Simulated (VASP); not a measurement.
Wanted: the native input for a VASP 6.6.1 run.

```yaml
Task: relaxation of cell and atoms
Functional: PBE
Potentials_or_basis: VASP PAW PBE potentials, release 64 (Cd, Te)
Cutoff: 500 eV
k_mesh: 10 × 10 × 10
Occupations: gaussian, width 0.02 eV
Spin: no spin polarisation
Dipole_correction: no
Further_INCAR_settings: ALGO = Normal; EDIFF = 1e-07; IBRION = 2; EDIFFG = -0.002; NSW = 100; ISIF = 3
```

The structure of CdTe lies in POSCAR:

```
CdTe
1.0
    0.0000000000      3.3096311675      3.3096311675
    3.3096311675      0.0000000000      3.3096311675
    3.3096311675      3.3096311675      0.0000000000
Cd Te
1 1
Direct
    0.0000000000      0.0000000000      0.0000000000
    0.2500000000      0.2500000000      0.2500000000
```

One way to write it, as run:

INCAR

```
  ALGO = Normal
  EDIFF = 1E-7
  EDIFFG = -0.002
  ENCUT = 500
  GGA = PE
  GGA_COMPAT = F
  IBRION = 2
  ISIF = 3
  ISMEAR = 0
  LASPH = T
  LCHARG = F
  LREAL = F
  LWAVE = F
  NELM = 120
  NELMIN = 4
  NSW = 100
  PREC = Accurate
  SIGMA = 0.02
```

KPOINTS

```
k-points
0
Gamma
  10 10 10
```

Potentials or basis: VASP PAW PBE potentials, release 64 (Cd, Te).

Command:

```console
$ cat potpaw_PBE.64/Cd/POTCAR potpaw_PBE.64/Te/POTCAR > POTCAR
$ mpirun -np 1 vasp_std > vasp.out
```

It gave:

```yaml
Relaxed_volume: 36.34 Å³/atom
Relaxed_cell: a = 4.684 Å, b = 4.684 Å, c = 4.684 Å, α = 60.00°, β = 60.00°, γ = 60.00°
Space_group_after_relaxing_to_0.1_Å: F-43m (No. 216)
Energy_gained_by_relaxing: 0.0 meV/atom
Ionic_steps: 3
Pressure_after_relaxing: 0.0 GPa
Band_gap_on_the_k_mesh: 0.57 eV
```

Caveat: spin-orbit coupling is left out, which moves the levels of the heavy elements.

Run time: 32 s on 1 thread of Intel(R) Xeon(R) 6975P-C (Granite Rapids) (shared host), peak memory 0.24 GiB.
